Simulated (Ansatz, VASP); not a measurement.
## Bi: VASP beside Ansatz

```xyz
2
Lattice="2.2909 1.3227 4.0563 -2.2909 1.3227 4.0563 0.0000 -2.6453 4.0563" Properties=species:S:1:pos:R:3 pbc="T T T"
Bi    0.0000    0.0000    2.8435
Bi    0.0000    0.0000    9.3254
```

Alike in both runs: functional PBE; k mesh 12 × 12 × 12; occupations gaussian, width 0.1 eV; no spin polarisation.

Ansatz relaxed the structure, and its values are those at the end. VASP's run is a single point on that final structure, the one shown.

|  | VASP | Ansatz |
| --- | --- | --- |
| version | VASP 6.6.1 | Ansatz 0.2.0 |
| potentials or method | VASP PAW PBE potentials, release 64 (Bi_d), cutoff 520 eV | scalar-relativistic, plane waves, PAW |
| valence electrons in the cell | 30 | 30 |

|  | VASP | Ansatz | Ansatz less VASP |
| --- | --- | --- | --- |
| gap on the k mesh at the Fermi level (eV) | none | none | - |
| pressure (GPa) | 0.0 | 0.0 | +0.06 |
| rms of the force components (eV/Å) | 0.004 | 0.002 | -0.0026 |

A gap of «none» marks a metal or a gap that the smearing closes.

Neither program's run includes spin-orbit coupling.
